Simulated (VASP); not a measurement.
A run of VASP 6.6.1 is set up as follows.

The input INCAR:

```
PREC     = Accurate       # precision mode
ENCUT    = 520            # plane-wave cutoff, eV
EDIFF    = 1E-6           # SCF threshold, eV
ISMEAR   = -1             # smearing method
SIGMA    = 0.05           # smearing width, eV
LREAL    = False          # projectors in reciprocal space
LASPH    = True           # aspherical terms in the spheres
NELM     = 60             # most SCF steps
ALGO     = Normal         # electronic algorithm
ISIF     = 2              # what is computed and relaxed
LWAVE    = False          # write WAVECAR
LCHARG   = False          # write CHGCAR
GGA      = B5             # functional
ALDAX    = 1.0          
AGGAX    = 1.0          
AGGAC    = 1.0          
ALDAC    = 0.0          
NBANDS   = 16             # bands
```

The input KPOINTS:

```
Automatic mesh
0
Gamma
  6 6 3
```

File POSCAR:

```
SiC
1.0
    3.0760000000      0.0000000000      0.0000000000
   -1.5380000000      2.6638941420      0.0000000000
    0.0000000000      0.0000000000      5.0480000000
Si C
2 2
Direct
    0.6666666667      0.3333333333      0.5000000000
    0.3333333333      0.6666666667      0.0000000000
    0.6666666667      0.3333333333      0.8850000000
    0.3333333333      0.6666666667      0.3850000000
```

Potentials or basis: VASP PAW PBE potentials, release 64 (Si, C).

Run with:

```console
$ cat potpaw_PBE.64/Si/POTCAR potpaw_PBE.64/C/POTCAR > POTCAR
$ mpirun -np 1 vasp_std > vasp.out
```

(1) Predict the pressure.

(2) Predict the band gap on the k mesh.

## Answers

(1) 8.8 GPa.

(2) 2.67 eV (least direct gap 4.34 eV).

Caveat: the cell stands under pressure; the PAW data sets were made with another functional, which shifts forces and pressure a little; an odd mesh through Γ misses points on the zone boundary, where band edges can lie.
